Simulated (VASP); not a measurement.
HgTe (NiAs type), 4 atoms in the cell. Symmetry: P6_3/mmc, No. 194, hexagonal system. The conventional cell has a = 3.467 Å, b = 3.467 Å, c = 7.683 Å, α = 90.00°, β = 90.00°, γ = 120.00°. Within 3.9 Å of Hg (site symmetry -3m) lie 6 Te at 2.77 Å and 8 Hg at 3.47 to 3.84 Å. Te (site symmetry -6m2) has 6 Hg at 2.77 Å and 6 Te at 3.47 Å within 3.7 Å. 

```yaml
Program: VASP 6.6.1
Task: single point
Functional: PBE
Potentials_or_basis: VASP PAW PBE potentials, release 64 (Hg, Te)
Cutoff: 520 eV
k_mesh: 10 × 10 × 6
Occupations: fermi-dirac, width 0.05 eV
Spin: no spin polarisation
Dipole_correction: no
Further_INCAR_settings: ALGO = Normal; EDIFF = 1e-06; NBANDS = 26
```

Potentials or basis: VASP PAW PBE potentials, release 64 (Hg, Te).

Command:

```console
$ cat potpaw_PBE.64/Hg/POTCAR potpaw_PBE.64/Te/POTCAR > POTCAR
$ mpirun -np 1 vasp_std > vasp.out
```

Hardware: 1 thread of AMD EPYC 7R13, with other jobs on the host.

How long does it take, and how much memory?

It took 110 s on 1 thread of AMD EPYC 7R13 (shared host), peak memory 0.24 GiB. Counts: scf iterations 13, k points 56.
